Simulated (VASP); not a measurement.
# AlN (klda) (F-43m) in VASP: further runs

AlN (klda) is run at these levels: LDA; tasks: single point, relaxation of cell and atoms.

Everything below comes from runs of VASP 6.6.1. Logs are shortened: lines on timing, memory, paths and dates and some standing lists are left out, and cuts for length are marked.

## (1) The cell of the first run

Symmetry: F-43m, No. 216, cubic system. The conventional cell has a = 4.368 Å, b = 4.368 Å, c = 4.368 Å, α = 90.00°, β = 90.00°, γ = 90.00°. Al (site symmetry -43m) has 4 N at 1.89 Å within 2.5 Å. N (site symmetry -43m) has 4 Al at 1.89 Å within 2.5 Å.

## (2) Single point, LDA

INCAR

```
  PREC = Accurate
  ENCUT = 520
  EDIFF = 1E-7
  ISMEAR = 0
  SIGMA = 0.1
  LREAL = False
  LASPH = True
  NELM = 80
  ALGO = Normal
  ISIF = 2
  LWAVE = False
  LCHARG = False
  NBANDS = 11
```

KPOINTS

```
Automatic mesh
0
Gamma
  8 8 8
```

POSCAR

```
AlN
1.0
    0.0000000000      2.1839935600      2.1839935600
    2.1839935600      0.0000000000      2.1839935600
    2.1839935600      2.1839935600      0.0000000000
Al N
1 1
Direct
    0.0000000000      0.0000000000      0.0000000000
    0.2500000000      0.2500000000      0.2500000000
```

Potentials or basis: VASP PAW LDA potentials, release 64 (Al, N).

Run with:

```sh
> cat potpaw_LDA.64/Al/POTCAR potpaw_LDA.64/N/POTCAR > POTCAR
> mpirun -np 1 vasp_std > vasp.out
```

OUTCAR:

```text
PREC = Accurate
   ENCUT = 520
   EDIFF = 1E-7
   ISMEAR = 0
   LREAL = False
   LASPH = True
   NELM = 80
   ISIF = 2

 ion  position               nearest neighbor table
   1  0.000  0.000  0.000-   2 1.89   2 1.89   2 1.89   2 1.89
   2  0.250  0.250  0.250-   1 1.89   1 1.89   1 1.89   1 1.89

  LATTYP: Found a face centered cubic cell.
 ALAT       =     4.3679871200

  Lattice vectors:

 A1 = (   0.0000000000,   2.1839935600,   2.1839935600)
 A2 = (   2.1839935600,   0.0000000000,   2.1839935600)
 A3 = (   2.1839935600,   2.1839935600,   0.0000000000)

Analysis of symmetry for initial positions (statically):
=====================================================================
 Subroutine PRICEL returns:
 Original cell was already a primitive cell.

 Routine SETGRP: Setting up the symmetry group for a
 face centered cubic supercell.

 Subroutine GETGRP returns: Found 24 space group operations
 (whereof 24 operations were pure point group operations)
 out of a pool of 48 trial point group operations.

The static configuration has the point symmetry T_d .

Analysis of symmetry for dynamics (positions and initial velocities):
=====================================================================
 Subroutine PRICEL returns:
 Original cell was already a primitive cell.

 Routine SETGRP: Setting up the symmetry group for a
 face centered cubic supercell.

 Subroutine GETGRP returns: Found 24 space group operations
 (whereof 24 operations were pure point group operations)
 out of a pool of 48 trial point group operations.

The dynamic configuration has the point symmetry T_d .

 Subroutine INISYM returns: Found 24 space group operations
 (whereof 24 operations are pure point group operations),
 and found     1 'primitive' translations

----------------------------------------------------------------------------------------

                                     Primitive cell

  volume of cell :      20.8345

  direct lattice vectors                    reciprocal lattice vectors
     0.000000000  2.183993560  2.183993560    -0.228938404  0.228938404  0.228938404
     2.183993560  0.000000000  2.183993560     0.228938404 -0.228938404  0.228938404
     2.183993560  2.183993560  0.000000000     0.228938404  0.228938404 -0.228938404

  length of vectors
     3.088633313  3.088633313  3.088633313     0.396532948  0.396532948  0.396532948

  position of ions in fractional coordinates (direct lattice)
     0.000000000  0.000000000  0.000000000
     0.250000000  0.250000000  0.250000000

  ion indices of the primitive-cell ions
   primitive index   ion index
                 1           1
                 2           2

----------------------------------------------------------------------------------------

 KPOINTS: Automatic mesh

Automatic generation of k-mesh.
 Grid dimensions read from file:
 generate k-points for:    8    8    8

 Generating k-lattice:

  Cartesian coordinates                     Fractional coordinates (reciprocal lattice)
    -0.028617301  0.028617301  0.028617301     0.125000000  0.000000000  0.000000000
     0.028617301 -0.028617301  0.028617301     0.000000000  0.125000000  0.000000000
     0.028617301  0.028617301 -0.028617301     0.000000000  0.000000000  0.125000000

  Length of vectors
     0.049566618  0.049566618  0.049566618

  Shift w.r.t. Gamma in fractional coordinates (k-lattice)
     0.000000000  0.000000000  0.000000000

 Subroutine IBZKPT returns following result:
 ===========================================

 Found     29 irreducible k-points:

 Following reciprocal coordinates:
            Coordinates               Weight
  0.000000  0.000000  0.000000      1.000000
  0.125000  0.000000  0.000000      8.000000
  0.250000  0.000000  0.000000      8.000000
  0.375000  0.000000  0.000000      8.000000
  0.500000  0.000000  0.000000      4.000000
  0.125000  0.125000  0.000000      6.000000
[... 16 lines left out ...]
  0.500000  0.250000  0.125000     48.000000
 -0.375000  0.250000  0.125000     24.000000
 [... further k-points ...]
   k-points           NKPTS =     29   k-points in BZ     NKDIM =     29   number of bands    NBANDS=     11
   number of dos      NEDOS =    301   number of ions     NIONS =      2
   total plane-waves  NPLWV =  13824
   dimension x,y,z NGX =    24 NGY =   24 NGZ =   24
   dimension x,y,z NGXF=    48 NGYF=   48 NGZF=   48
   ions per type =               1   1
   NGX,Y,Z   is equivalent  to a cutoff of  12.92, 12.92, 12.92 a.u.
   NGXF,Y,Z  is equivalent  to a cutoff of  25.84, 25.84, 25.84 a.u.
 SYSTEM =  unknown system
   PREC   = accura    normal or accurate (medium, high low for compatibility)
   ISTART =      0    job   : 0-new  1-cont  2-samecut
   ICHARG =      2    charge: 1-file 2-atom 10-const
   ISPIN  =      1    spin polarized calculation?
   LNONCOLLINEAR =      F non collinear calculations
   LSORBIT =      F    spin-orbit coupling
   LASPH  =      T    aspherical Exc in radial PAW
   ENCUT  =  520.0 eV  38.22 Ry    6.18 a.u.   5.74  5.74  5.74*2*pi/ulx,y,z
   NELM   =     80;   NELMIN=  2; NELMDL= -5     # of ELM steps
   EDIFF  = 0.1E-06   stopping-criterion for ELM
   LREAL  =      F    real-space projection
   EDIFFG = 0.1E-05   stopping-criterion for IOM
   NSW    =      0    number of steps for IOM
   IBRION =     -1    ionic relax: 0-MD 1-quasi-New 2-CG
   NFREE  =      0    steps in history (QN), initial steepest desc. (CG)
   ISIF   =      2    stress and relaxation
   ISYM   =      2    0-nonsym 1-usesym 2-fastsym
   POTIM  = 0.5000    time-step for ionic-motion
   TEBEG  =    0.0;   TEEND  =   0.0 temperature during run
   PSTRESS=    0.0 pullay stress
   NELECT =       8.0000    total number of electrons
   NUPDOWN=      -1.0000    fix difference up-down
   EMIN   =  10.00;   EMAX   =-10.00  energy-range for DOS
   EFERMI =   0.00;   METHOD = LEGACY
   ISMEAR =     0;   SIGMA  =   0.10  broadening in eV -4-tet -1-fermi 0-gaus
   EFERMI_NEDOS =   21; number of points for ismear=-14 and -15
   IALGO  =     38    algorithm
   IMIX   =      4    mixing-type and parameters
     AMIX     =   0.40;   BMIX     =  1.00
     AMIX_MAG =   1.60;   BMIX_MAG =  1.00
  volume/ion in A,a.u.               =      10.42        70.30
  Fermi-wavevector in a.u.,A,eV,Ry     =   1.189899  2.248583 19.263943  1.415860
  Thomas-Fermi vector in A             =   2.325996
   LORBIT       =      0    0 simple, 1 ext, 2 COOP (PROOUT), +10 PAW based schemes
   GGA     = CA    functional components
   LHFCALC =     F    Hartree Fock is set to
   AEXX    =    0.0000 exact exchange contribution
   IVDW    =     0    specifies the selected vdW correction
   LEPSILON=     F    determine dielectric tensor
   LRPA    =     F    only Hartree local field effects (RPA)
 non-spin polarized calculation
 Gauss-broadening in eV      SIGMA  =   0.10
  energy-cutoff  :      520.00
  volume of cell :       20.83
 maximum number of plane-waves:       568
   NGX = 11   NGY = 11   NGZ = 11

 number of electron       8.0000001 magnetization

 Free energy of the ion-electron system (eV)
  ---------------------------------------------------
  ext. energy  EPLUGINS =         0.00000000
  ---------------------------------------------------
  free energy    TOTEN  =       -16.37275799 eV

  energy without entropy =      -16.37275799  energy(sigma->0) =      -16.37275799

 E-fermi :   6.1927     XC(G=0): -11.2662

 val. band max:        5.7084698323   @ k =   0.0000   0.0000   0.0000
 cond. band min:       8.9312633809   @ k =   0.5000   0.5000   0.0000
 fundamental gap:      3.2227935486
 Fermi energy:         6.1927377303

 k-point     1 :       0.0000    0.0000    0.0000
  band No.  band energies     occupation
      1      -9.1146      2.00000
      2       5.7085      2.00000
      3       5.7085      2.00000
      4       5.7085      2.00000
      5       9.9431      0.00000
      6      18.0422      0.00000
      7      18.0422      0.00000
      8      18.0422      0.00000
      9      23.2320      0.00000
     10      23.2320      0.00000
     11      24.6165      0.00000

 k-point     2 :       0.1250    0.0000    0.0000
  band No.  band energies     occupation
      1      -8.8825      2.00000
      2       4.5348      2.00000
      3       5.6288      2.00000
      4       5.6288      2.00000
      5      10.8606      0.00000
      6      17.4806      0.00000
      7      18.2145      0.00000
      8      18.2145      0.00000
      9      21.6969      0.00000
     10      21.6969      0.00000
     11      23.5638      0.00000

 k-point     3 :       0.2500    0.0000    0.0000
  band No.  band energies     occupation
      1      -8.2429      2.00000
      2       2.4443      2.00000
      3       5.4496      2.00000
      4       5.4496      2.00000
      5      12.1333      0.00000
      6      16.5017      0.00000
      7      17.8317      0.00000
      8      17.8317      0.00000
      9      21.7971      0.00000
     10      21.7971      0.00000
     11      22.7590      0.00000

 k-point     4 :       0.3750    0.0000    0.0000
  band No.  band energies     occupation
      1      -7.4257      2.00000
      2       0.5951      2.00000
      3       5.2865      2.00000
      4       5.2865      2.00000
      5      12.8037      0.00000
      6      15.7615      0.00000
      7      17.0059      0.00000
      8      17.0059      0.00000
      9      23.0216      0.00000
     10      23.7889      0.00000
     11      23.7889      0.00000

 k-point     5 :       0.5000    0.0000    0.0000
  band No.  band energies     occupation
      1      -6.9943      2.00000
      2      -0.2012      2.00000
      3       5.2231      2.00000
      4       5.2231      2.00000
      5      12.9769      0.00000
      6      15.4737      0.00000
      7      16.6714      0.00000
      8      16.6714      0.00000
      9      23.4486      0.00000
     10      25.5194      0.00000
     11      25.5194      0.00000
[... 211 lines left out ...]
 k-point    21 :       0.5000    0.5000    0.0000
  band No.  band energies     occupation
      1      -6.3336      2.00000
      2       0.7530      2.00000
      3       3.9152      2.00000
      4       3.9152      2.00000
      5       8.9313      0.00000
      6      14.1175      0.00000
      7      19.4606      0.00000
      8      21.1974      0.00000
      9      21.1974      0.00000
     10      29.1480      0.00000
     11      29.3948      0.00000

 k-point    22 :       0.3750    0.2500    0.1250
  band No.  band energies     occupation
      1      -7.7263      2.00000
      2       2.1421      2.00000
      3       4.2108      2.00000
      4       5.0987      2.00000
      5      12.4540      0.00000
      6      16.0834      0.00000
      7      16.3699      0.00000
      8      18.7889      0.00000
      9      20.1479      0.00000
     10      24.5975      0.00000
     11      27.1683      0.00000

 k-point    23 :       0.5000    0.2500    0.1250
  band No.  band energies     occupation
      1      -7.0185      2.00000
      2       1.0557      2.00000
      3       3.6141      2.00000
      4       4.7654      2.00000
      5      12.6582      0.00000
      6      15.2097      0.00000
      7      17.0601      0.00000
      8      18.4053      0.00000
      9      21.5224      0.00000
     10      25.0984      0.00000
     11      27.2849      0.00000

 k-point    24 :      -0.3750    0.2500    0.1250
  band No.  band energies     occupation
      1      -6.6625      2.00000
      2       0.5158      2.00000
      3       3.4608      2.00000
      4       4.5760      2.00000
      5      12.7027      0.00000
      6      14.8304      0.00000
      7      17.6983      0.00000
      8      18.2058      0.00000
      9      22.6358      0.00000
     10      24.2600      0.00000
     11      27.5232      0.00000

 [... further k-points ...]

------------------------ aborting loop because EDIFF is reached ----------------------------------------

  FORCE on cell =-STRESS in cart. coord.  units (eV):
  Direction    XX          YY          ZZ          XY          YZ          ZX
  --------------------------------------------------------------------------------------
  -------------------------------------------------------------------------------------
  Total       -0.3938122     -0.3938122     -0.3938122      0.0000000     -0.0000000      0.0000000
  in kB      -30.2841696    -30.2841696    -30.2841696      0.0000000     -0.0000000      0.0000000
  external PRESSURE =     -30.2841696 kB  Pullay stress =       0.0000000 kB

 VOLUME and BASIS-vectors are now :
 -----------------------------------------------------------------------------
  energy-cutoff  :      520.00
  volume of cell :       20.83
      direct lattice vectors                 reciprocal lattice vectors
     0.000000000  2.183993560  2.183993560    -0.228938404  0.228938404  0.228938404
     2.183993560  0.000000000  2.183993560     0.228938404 -0.228938404  0.228938404
     2.183993560  2.183993560  0.000000000     0.228938404  0.228938404 -0.228938404

 POSITION                                       TOTAL-FORCE (eV/Angst)
 -----------------------------------------------------------------------------------
      0.00000      0.00000      0.00000         0.000000      0.000000      0.000000
      1.09200      1.09200      1.09200        -0.000000     -0.000000     -0.000000
 -----------------------------------------------------------------------------------
    total drift:                               -0.000000     -0.000000     -0.000000

  FREE ENERGIE OF THE ION-ELECTRON SYSTEM (eV)
  ---------------------------------------------------
  free  energy   TOTEN  =       -16.3727579897 eV

  energy  without entropy=      -16.3727579897  energy(sigma->0) =      -16.37275799
```

Wall time 3.6 s (1 thread of Intel Xeon Platinum 8488C (Sapphire Rapids), shared host); peak memory 0.12 GiB.

Results:

```yaml
Free_energy: -16.3728 eV
Pressure: -3.0 GPa
Band_gap_on_the_k_mesh: 3.22 eV, indirect (least direct gap 4.23 eV)
```

Levels at points of the mesh, in eV from the valence-band top:
```csv
k point,band 1,band 2,band 3,band 4,band 5,band 6,band 7,band 8
"(0.00, 0.00, 0.00)",-14.82,0.00,0.00,0.00,4.23,12.33,12.33,12.33
"(0.50, 0.00, 0.00)",-12.70,-5.91,-0.49,-0.49,7.27,9.77,10.96,10.96
"(0.50, 0.50, 0.00)",-12.04,-4.96,-1.79,-1.79,3.22,8.41,13.75,15.49
```

[end of part 1 of 2]
